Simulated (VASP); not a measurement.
# BaZrO3 (Pm-3m) in VASP: notebook

The runs below take BaZrO3 through single point, with PBE.

All numbers are computed with VASP 6.6.1; they aren't measurements. Logs are shortened: lines on timing, memory, paths and dates and some standing lists are left out, and cuts for length are marked.

**1. The cell of the first run**

Symmetry: Pm-3m, No. 221, cubic system. Conventional cell: a = 4.051 Å, b = 4.051 Å, c = 4.051 Å, α = 90.00°, β = 90.00°, γ = 90.00°. Ba (site symmetry m-3m) has 12 O at 2.86 Å and 8 Zr at 3.51 Å within 3.8 Å. Zr (site symmetry m-3m) has 6 O at 2.03 Å within 2.7 Å. Within 2.7 Å of O (site symmetry 4/mmm) lie 2 Zr at 2.03 Å.

**2. Single point, PBE (volume scaled by 0.88)**

INCAR reads:

```
ALGO = Normal
EDIFF = 1E-6
ENCUT = 520
GGA = PE
ISIF = 2
ISMEAR = 0
LASPH = T
LCHARG = F
LREAL = F
LWAVE = F
NBANDS = 28
NELM = 100
PREC = Accurate
SIGMA = 0.02
```

KPOINTS reads:

```
k-points
0
Gamma
  6 6 6
```

POSCAR reads:

```
BaZrO3
1.0
    4.0508222140      0.0000000000      0.0000000000
    0.0000000000      4.0508222140      0.0000000000
    0.0000000000      0.0000000000      4.0508222140
Ba Zr O
1 1 3
Direct
    0.0000000000      0.0000000000      0.0000000000
    0.5000000000      0.5000000000      0.5000000000
    0.0000000000      0.5000000000      0.5000000000
    0.5000000000      0.0000000000      0.5000000000
    0.5000000000      0.5000000000      0.0000000000
```

Potentials or basis: VASP PAW PBE potentials, release 64 (Ba_sv, Zr_sv, O).

Launch:

```bash
> cat potpaw_PBE.64/Ba_sv/POTCAR potpaw_PBE.64/Zr_sv/POTCAR potpaw_PBE.64/O/POTCAR > POTCAR
> mpirun -np 1 vasp_std > vasp.out
```

OUTCAR:

```text
EDIFF = 1E-6
   ENCUT = 520
   GGA = PE
   ISIF = 2
   ISMEAR = 0
   LASPH = T
   LREAL = F
   NELM = 100
   PREC = Accurate

 ion  position               nearest neighbor table
   1  0.000  0.000  0.000-   3 2.86   4 2.86   5 2.86   3 2.86   4 2.86   3 2.86   5 2.86   3 2.86
                             4 2.86   5 2.86   4 2.86   5 2.86   2 3.51   2 3.51   2 3.51   2 3.51
   2  0.500  0.500  0.500-   3 2.03   4 2.03   5 2.03   5 2.03   4 2.03   3 2.03   1 3.51   1 3.51
                             1 3.51   1 3.51   1 3.51   1 3.51   1 3.51   1 3.51
   3  0.000  0.500  0.500-   2 2.03   2 2.03   1 2.86   1 2.86   1 2.86   1 2.86
   4  0.500  0.000  0.500-   2 2.03   2 2.03   1 2.86   1 2.86   1 2.86   1 2.86
   5  0.500  0.500  0.000-   2 2.03   2 2.03   1 2.86   1 2.86   1 2.86   1 2.86

  LATTYP: Found a simple cubic cell.
 ALAT       =     4.0508222140

  Lattice vectors:

 A1 = (   4.0508222140,   0.0000000000,   0.0000000000)
 A2 = (   0.0000000000,   4.0508222140,   0.0000000000)
 A3 = (   0.0000000000,   0.0000000000,   4.0508222140)

Analysis of symmetry for initial positions (statically):
=====================================================================
 Subroutine PRICEL returns:
 Original cell was already a primitive cell.

 Routine SETGRP: Setting up the symmetry group for a
 simple cubic supercell.

 Subroutine GETGRP returns: Found 48 space group operations
 (whereof 48 operations were pure point group operations)
 out of a pool of 48 trial point group operations.

The static configuration has the point symmetry O_h .

Analysis of symmetry for dynamics (positions and initial velocities):
=====================================================================
 Subroutine PRICEL returns:
 Original cell was already a primitive cell.

 Routine SETGRP: Setting up the symmetry group for a
 simple cubic supercell.

 Subroutine GETGRP returns: Found 48 space group operations
 (whereof 48 operations were pure point group operations)
 out of a pool of 48 trial point group operations.

The dynamic configuration has the point symmetry O_h .

 Subroutine INISYM returns: Found 48 space group operations
 (whereof 48 operations are pure point group operations),
 and found     1 'primitive' translations

----------------------------------------------------------------------------------------

                                     Primitive cell

  volume of cell :      66.4706

  direct lattice vectors                    reciprocal lattice vectors
     4.050822214  0.000000000  0.000000000     0.246863463  0.000000000  0.000000000
     0.000000000  4.050822214  0.000000000     0.000000000  0.246863463  0.000000000
     0.000000000  0.000000000  4.050822214     0.000000000  0.000000000  0.246863463

  length of vectors
     4.050822214  4.050822214  4.050822214     0.246863463  0.246863463  0.246863463

  position of ions in fractional coordinates (direct lattice)
     0.000000000  0.000000000  0.000000000
     0.500000000  0.500000000  0.500000000
     0.000000000  0.500000000  0.500000000
     0.500000000  0.000000000  0.500000000
     0.500000000  0.500000000  0.000000000

  ion indices of the primitive-cell ions
   primitive index   ion index
                 1           1
                 2           2
                 3           3
                 4           4
                 5           5

----------------------------------------------------------------------------------------

 KPOINTS: k-points

Automatic generation of k-mesh.
 Grid dimensions read from file:
 generate k-points for:    6    6    6

 Generating k-lattice:

  Cartesian coordinates                     Fractional coordinates (reciprocal lattice)
     0.041143911  0.000000000  0.000000000     0.166666667  0.000000000  0.000000000
     0.000000000  0.041143911  0.000000000     0.000000000  0.166666667  0.000000000
     0.000000000  0.000000000  0.041143911     0.000000000  0.000000000  0.166666667

  Length of vectors
     0.041143911  0.041143911  0.041143911

  Shift w.r.t. Gamma in fractional coordinates (k-lattice)
     0.000000000  0.000000000  0.000000000

 Subroutine IBZKPT returns following result:
 ===========================================

 Found     20 irreducible k-points:

 Following reciprocal coordinates:
            Coordinates               Weight
  0.000000  0.000000  0.000000      1.000000
  0.166667  0.000000  0.000000      6.000000
  0.333333  0.000000  0.000000      6.000000
  0.500000  0.000000  0.000000      3.000000
  0.166667  0.166667  0.000000     12.000000
  0.333333  0.166667  0.000000     24.000000
[... 12 lines left out ...]
  0.500000  0.500000  0.333333      6.000000
  0.500000  0.500000  0.500000      1.000000
   k-points           NKPTS =     20   k-points in BZ     NKDIM =     20   number of bands    NBANDS=     28
   number of dos      NEDOS =    301   number of ions     NIONS =      5
   total plane-waves  NPLWV =  27000
   dimension x,y,z NGX =    30 NGY =   30 NGZ =   30
   dimension x,y,z NGXF=    60 NGYF=   60 NGZF=   60
   ions per type =               1   1   3
   NGX,Y,Z   is equivalent  to a cutoff of  12.31, 12.31, 12.31 a.u.
   NGXF,Y,Z  is equivalent  to a cutoff of  24.62, 24.62, 24.62 a.u.
 SYSTEM =  unknown system
   PREC   = accura    normal or accurate (medium, high low for compatibility)
   ISTART =      0    job   : 0-new  1-cont  2-samecut
   ICHARG =      2    charge: 1-file 2-atom 10-const
   ISPIN  =      1    spin polarized calculation?
   LNONCOLLINEAR =      F non collinear calculations
   LSORBIT =      F    spin-orbit coupling
   LASPH  =      T    aspherical Exc in radial PAW
   ENCUT  =  520.0 eV  38.22 Ry    6.18 a.u.   7.53  7.53  7.53*2*pi/ulx,y,z
   NELM   =    100;   NELMIN=  2; NELMDL= -5     # of ELM steps
   EDIFF  = 0.1E-05   stopping-criterion for ELM
   LREAL  =      F    real-space projection
[... 7 lines left out ...]
   TEBEG  =    0.0;   TEEND  =   0.0 temperature during run
   PSTRESS=    0.0 pullay stress
   NELECT =      40.0000    total number of electrons
   NUPDOWN=      -1.0000    fix difference up-down
   EMIN   =  10.00;   EMAX   =-10.00  energy-range for DOS
   EFERMI =   0.00;   METHOD = LEGACY
   ISMEAR =     0;   SIGMA  =   0.02  broadening in eV -4-tet -1-fermi 0-gaus
   EFERMI_NEDOS =   21; number of points for ismear=-14 and -15
   IALGO  =     38    algorithm
   IMIX   =      4    mixing-type and parameters
     AMIX     =   0.40;   BMIX     =  1.00
     AMIX_MAG =   1.60;   BMIX_MAG =  1.00
  volume/ion in A,a.u.               =      13.29        89.71
  Fermi-wavevector in a.u.,A,eV,Ry     =   1.382139  2.611864 25.991312  1.910308
  Thomas-Fermi vector in A             =   2.506858
   LORBIT       =      0    0 simple, 1 ext, 2 COOP (PROOUT), +10 PAW based schemes
   GGA     = PE    functional components
   LHFCALC =     F    Hartree Fock is set to
   AEXX    =    0.0000 exact exchange contribution
   IVDW    =     0    specifies the selected vdW correction
   LEPSILON=     F    determine dielectric tensor
   LRPA    =     F    only Hartree local field effects (RPA)
 non-spin polarized calculation
 Gauss-broadening in eV      SIGMA  =   0.02
  energy-cutoff  :      520.00
  volume of cell :       66.47
 maximum number of plane-waves:      1811
   NGX = 15   NGY = 15   NGZ = 15

 number of electron      39.9999976 magnetization

 Free energy of the ion-electron system (eV)
  ---------------------------------------------------
  ext. energy  EPLUGINS =         0.00000000
  ---------------------------------------------------
  free energy    TOTEN  =       -41.00368904 eV

  energy without entropy =      -41.00368904  energy(sigma->0) =      -41.00368904

 E-fermi :   4.6470     XC(G=0): -11.2976

 val. band max:        4.5559092525   @ k =   0.5000   0.5000   0.5000
 cond. band min:       7.9507591567   @ k =   0.0000   0.0000   0.0000
 fundamental gap:      3.3948499042
 Fermi energy:         4.6470108772

 k-point     1 :       0.0000    0.0000    0.0000
  band No.  band energies     occupation
      1     -41.8262      2.00000
      2     -20.4726      2.00000
      3     -20.1475      2.00000
      4     -20.1475      2.00000
      5     -20.1475      2.00000
      6     -11.9691      2.00000
[... 20 lines left out ...]
     27      13.1459      0.00000
     28      13.1459      0.00000

 k-point     2 :       0.1667    0.0000    0.0000
  band No.  band energies     occupation
      1     -41.8247      2.00000
      2     -20.5560      2.00000
      3     -20.1444      2.00000
      4     -20.1444      2.00000
      5     -20.1428      2.00000
      6     -12.0255      2.00000
[... 20 lines left out ...]
     27      13.1503      0.00000
     28      13.3586      0.00000

 k-point     3 :       0.3333    0.0000    0.0000
  band No.  band energies     occupation
      1     -41.8216      2.00000
      2     -20.7294      2.00000
      3     -20.1383      2.00000
      4     -20.1383      2.00000
      5     -20.1131      2.00000
      6     -12.2120      2.00000
[... 20 lines left out ...]
     27      13.1557      0.00000
     28      13.5528      0.00000

 k-point     4 :       0.5000    0.0000    0.0000
  band No.  band energies     occupation
      1     -41.8200      2.00000
      2     -20.8145      2.00000
      3     -20.1352      2.00000
      4     -20.1352      2.00000
      5     -20.0939      2.00000
      6     -12.3058      2.00000
[... 454 lines left out ...]
     27      13.4617      0.00000
     28      14.1855      0.00000

 k-point    19 :       0.5000    0.5000    0.3333
  band No.  band energies     occupation
      1     -41.8094      2.00000
      2     -20.5312      2.00000
      3     -20.5312      2.00000
      4     -20.4327      2.00000
      5     -20.2727      2.00000
      6     -10.8178      2.00000
[... 20 lines left out ...]
     27      13.7405      0.00000
     28      14.5418      0.00000

 k-point    20 :       0.5000    0.5000    0.5000
  band No.  band energies     occupation
      1     -41.8079      2.00000
      2     -20.5267      2.00000
      3     -20.5267      2.00000
      4     -20.5267      2.00000
      5     -20.2580      2.00000
      6     -10.4102      2.00000
[... 20 lines left out ...]
     27      14.3938      0.00000
     28      14.3938      0.00000

------------------------ aborting loop because EDIFF is reached ----------------------------------------

  FORCE on cell =-STRESS in cart. coord.  units (eV):
  Direction    XX          YY          ZZ          XY          YZ          ZX
  --------------------------------------------------------------------------------------
  -------------------------------------------------------------------------------------
  Total       11.1855933     11.1855933     11.1855933     -0.0000000      0.0000000     -0.0000000
  in kB      269.6125213    269.6125213    269.6125213     -0.0000000      0.0000000     -0.0000000
  external PRESSURE =     269.6125213 kB  Pullay stress =       0.0000000 kB

 VOLUME and BASIS-vectors are now :
 -----------------------------------------------------------------------------
  energy-cutoff  :      520.00
  volume of cell :       66.47
      direct lattice vectors                 reciprocal lattice vectors
     4.050822214  0.000000000  0.000000000     0.246863463  0.000000000  0.000000000
     0.000000000  4.050822214  0.000000000     0.000000000  0.246863463  0.000000000
     0.000000000  0.000000000  4.050822214     0.000000000  0.000000000  0.246863463

 POSITION                                       TOTAL-FORCE (eV/Angst)
 -----------------------------------------------------------------------------------
      0.00000      0.00000      0.00000         0.000000      0.000000      0.000000
      2.02541      2.02541      2.02541         0.000000      0.000000      0.000000
      0.00000      2.02541      2.02541         0.000000      0.000000      0.000000
      2.02541      0.00000      2.02541         0.000000      0.000000      0.000000
      2.02541      2.02541      0.00000         0.000000      0.000000      0.000000
 -----------------------------------------------------------------------------------
    total drift:                                0.000000      0.000000     -0.000000

  FREE ENERGIE OF THE ION-ELECTRON SYSTEM (eV)
  ---------------------------------------------------
  free  energy   TOTEN  =       -41.0036890420 eV

  energy  without entropy=      -41.0036890420  energy(sigma->0) =      -41.00368904
```

Run time: 28 s. Hardware: 1 thread of Intel Xeon 6975P-C (Granite Rapids), shared host; peak memory 0.19 GiB.

Results:

```
Free energy            : -41.0037 eV
Pressure               : 27.0 GPa
Band gap on the k mesh : 3.39 eV, indirect (least direct gap 3.46 eV)
```

Levels at points of the mesh, in eV from the valence-band top:
```
           k point  band 17  band 18  band 19  band 20  band 21  band 22  band 23  band 24
(0.00, 0.00, 0.00)    -1.14    -0.07    -0.07    -0.07     3.39     3.39     3.39     4.77
(0.50, 0.00, 0.00)    -1.87    -1.87    -0.25    -0.25     3.95     6.41     6.41     6.82
(0.50, 0.50, 0.00)    -0.90    -0.90    -0.48    -0.09     6.36     6.36     7.02     7.13
(0.50, 0.50, 0.50)    -2.56     0.00     0.00     0.00     6.39     6.39     6.39     7.93
```

Caveat: spin-orbit coupling is left out, which moves the levels of the heavy elements.

**3. Single point, PBE (volume scaled by 0.91)**

INCAR reads:

```
SYSTEM = BaZrO3
PREC = Accurate ; ENCUT = 520
EDIFF = 1E-6 ; ISMEAR = 0
SIGMA = 0.02 ; LREAL = .FALSE.
LASPH = .TRUE. ; NELM = 60
ALGO = Normal ; ISIF = 2
LWAVE = .FALSE. ; LCHARG = .FALSE.
GGA = PE ; NBANDS = 28
```

KPOINTS reads:

```
Automatic mesh
0
G
  6 6 6
  0 0 0
```

Edit POSCAR of step 2 so:

```diff
@@ -2,5 +2,5 @@
 1.0
-    4.0508222140      0.0000000000      0.0000000000
-    0.0000000000      4.0508222140      0.0000000000
-    0.0000000000      0.0000000000      4.0508222140
+    4.0963408803      0.0000000000      0.0000000000
+    0.0000000000      4.0963408803      0.0000000000
+    0.0000000000      0.0000000000      4.0963408803
 Ba Zr O
```

Potentials or basis: VASP PAW PBE potentials, release 64 (Ba_sv, Zr_sv, O).

Launch:

```bash
> cat potpaw_PBE.64/Ba_sv/POTCAR potpaw_PBE.64/Zr_sv/POTCAR potpaw_PBE.64/O/POTCAR > POTCAR
> mpirun -np 1 vasp_std > vasp.out
```

Run time: 27 s. Hardware: 1 thread of Intel Xeon 6975P-C (Granite Rapids), shared host; peak memory 0.18 GiB.

It converged, with:

* Free energy: -41.3282 eV
* Pressure: 18.8 GPa
* Band gap on the k mesh: 3.33 eV, indirect (least direct gap 3.46 eV)

Levels at points of the mesh, in eV from the valence-band top:
```
           k point  band 16  band 17  band 18  band 19  band 20  band 21  band 22  band 23  band 24  band 25
(0.00, 0.00, 0.00)    -1.09    -1.09    -0.13    -0.13    -0.13     3.33     3.33     3.33     4.74     4.74
(0.50, 0.00, 0.00)    -1.86    -1.83    -1.83    -0.33    -0.33     3.85     6.17     6.17     6.69     7.04
(0.50, 0.50, 0.00)    -2.63    -0.92    -0.92    -0.59    -0.09     6.13     6.13     6.85     6.92     8.22
(0.50, 0.50, 0.50)    -2.56    -2.56     0.00     0.00     0.00     6.25     6.25     6.25     7.62     7.62
```

Caveat: spin-orbit coupling is left out, which moves the levels of the heavy elements. A k mesh can miss the band edges.
